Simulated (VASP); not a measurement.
## Al24HO2: single point with PBE

System: Al24HO2, a slab with vacuum.

```
CELL_PARAMETERS angstrom
5.72757 0.00000 0.00000
4.29567 7.44032 0.00000
0.00000 0.00000 20.01481
ATOMIC_POSITIONS crystal
Al 0.00000 0.00000 0.04996
Al 0.50000 0.00000 0.04996
Al 0.00000 0.33333 0.04996
Al 0.50000 0.33333 0.04996
Al 0.00000 0.66667 0.04996
Al 0.50000 0.66667 0.04996
Al 0.16391 0.11236 0.16659
Al 0.66520 0.11031 0.16749
Al 0.16364 0.44547 0.16380
Al 0.66329 0.44577 0.16584
Al 0.16263 0.78063 0.16581
Al 0.66155 0.78105 0.16492
Al 0.82885 0.22619 0.27909
Al 0.32748 0.22521 0.27877
Al 0.83350 0.55885 0.27568
Al 0.32120 0.56041 0.28054
Al 0.83057 0.88652 0.28202
Al 0.32761 0.89139 0.28264
Al 0.98646 0.00606 0.39649
Al 0.48516 0.01205 0.39624
Al 0.98957 0.33780 0.39513
Al 0.49950 0.33022 0.39143
Al 0.96296 0.70625 0.44847
Al 0.46285 0.67366 0.39791
O 0.80931 0.56348 0.43431
O 0.02983 0.70972 0.53258
H 0.95726 0.66401 0.56594
```

- Program: VASP 6.6.1
- Task: single point
- Functional: PBE
- Potentials or basis: VASP PAW PBE potentials, release 64 (Al, O, H)
- Cutoff: 520 eV
- k mesh: 4 × 3 × 1
- Occupations: gaussian, width 0.15 eV
- Spin: no spin polarisation
- Dipole correction: no
- Further INCAR settings: LREAL = Auto; ALGO = Normal; EDIFF = 1e-06; NBANDS = 62

```yaml
Largest_force: 0.179 eV/Å
Band_gap_on_the_k_mesh: zero (an odd number of electrons rules out a gap without spin polarisation)
```

Forces in eV/Å, atoms in the order of the input:
```
Al   0.136 -0.096  0.067
Al  -0.133 -0.031 -0.012
Al   0.065 -0.021 -0.034
Al  -0.087 -0.041  0.058
Al  -0.061  0.038 -0.054
Al   0.077  0.161 -0.016
Al  -0.001  0.004 -0.001
Al   0.001 -0.001  0.001
Al   0.002  0.001 -0.001
Al  -0.002 -0.002  0.004
Al   0.001  0.002  0.001
Al  -0.001  0.000  0.005
Al  -0.003  0.000  0.003
Al  -0.003 -0.001  0.004
Al   0.001  0.002 -0.006
Al  -0.005  0.001 -0.001
Al   0.001  0.001 -0.003
Al   0.001  0.002  0.000
Al  -0.002 -0.004 -0.001
Al   0.003  0.002 -0.002
Al   0.001 -0.017 -0.009
Al   0.006 -0.001  0.000
Al   0.003 -0.003 -0.036
Al  -0.004  0.000 -0.002
O    0.004  0.006 -0.002
O    0.053  0.037 -0.047
H   -0.053 -0.039  0.083
```

Levels at points of the mesh, in eV from the Fermi level:
```
           k point  band 40  band 41  band 42  band 43  band 44  band 45
(0.00, 0.00, 0.00)    -0.66    -0.58    -0.37    -0.32    -0.07     0.11
(0.50, 0.00, 0.00)    -0.65    -0.23    -0.21     0.22     0.38     0.76
```

Wall time 10 min on 1 thread of Intel(R) Xeon(R) 6975P-C (Granite Rapids), with other jobs on the host, peak memory 0.96 GiB.

Caveat: there is no dipole correction, which matters where the two faces differ.
